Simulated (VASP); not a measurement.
Here is a VASP 6.6.1 calculation.

File POSCAR:

```
Be2I
1.0
    3.5181134300     -1.9014533600      0.0000000000
    3.5181134300      1.9014533600      0.0000000000
   -0.1274235500      0.0000000000      4.5967011300
Be I
2 1
Direct
    0.0219400000      0.7634390000      0.8429610000
    0.2296360000      0.9852810000      0.1552830000
    0.7488310000      0.2540240000      0.4997490000
```

File INCAR.step1:

```
SYSTEM = Be2I
ALGO     = Normal         ! electronic algorithm
EDIFF    = 1E-4           ! SCF threshold, eV
ENCUT    = 520            ! plane-wave cutoff, eV
GGA      = PE             ! functional
ISMEAR   = 0              ! smearing method
LASPH    = .TRUE.         ! aspherical terms in the spheres
LCHARG   = .FALSE.        ! write CHGCAR
LREAL    = .FALSE.        ! projectors in reciprocal space
LWAVE    = .TRUE.         ! write WAVECAR
NBANDS   = 12             ! bands
NELM     = 80             ! most SCF steps
PREC     = Accurate       ! precision mode
SIGMA    = 0.1            ! smearing width, eV
```

INCAR.step2

```
SYSTEM = Be2I
ALGO     = Normal         ! electronic algorithm
EDIFF    = 1E-6           ! SCF threshold, eV
ENCUT    = 520            ! plane-wave cutoff, eV
ISIF     = 2              ! what is computed and relaxed
ISMEAR   = 0              ! smearing method
ISTART   = 1            
LASPH    = .TRUE.         ! aspherical terms in the spheres
LCHARG   = .FALSE.        ! write CHGCAR
LMIXTAU  = .TRUE.       
LREAL    = .FALSE.        ! projectors in reciprocal space
LWAVE    = .FALSE.        ! write WAVECAR
METAGGA  = R2SCAN         ! meta-GGA
NBANDS   = 12             ! bands
NELM     = 80             ! most SCF steps
PREC     = Accurate       ! precision mode
SIGMA    = 0.1            ! smearing width, eV
```

The input KPOINTS:

```
k-points
0
G
  6 6 4
  0 0 0
```

Potentials or basis: VASP PAW PBE potentials, release 64 (Be, I).

Command:

```sh
$ cat potpaw_PBE.64/Be/POTCAR potpaw_PBE.64/I/POTCAR > POTCAR
$ cp INCAR.step1 INCAR
$ mpirun -np 1 vasp_std > vasp.out
$ cp INCAR.step2 INCAR
$ mpirun -np 1 vasp_std > vasp.out
```

Task: Predict the largest force.

Result: 1.456 eV/Å.

Task: Predict the band gap on the k mesh.

Result: Zero (an odd number of electrons rules out a gap without spin polarisation).

Task: Estimate the pressure.

Result: 4.4 GPa.

Forces on the atoms (eV/Å):
```
Be  -0.800 -0.653  0.891
Be   0.828 -0.689 -0.979
I   -0.028  1.342  0.088
```

Caveat: the stress differs along the axes, from -3 to 11 GPa; the PAW data sets were made with another functional, which shifts forces and pressure a little; spin-orbit coupling is left out, which moves the levels of the heavy elements.
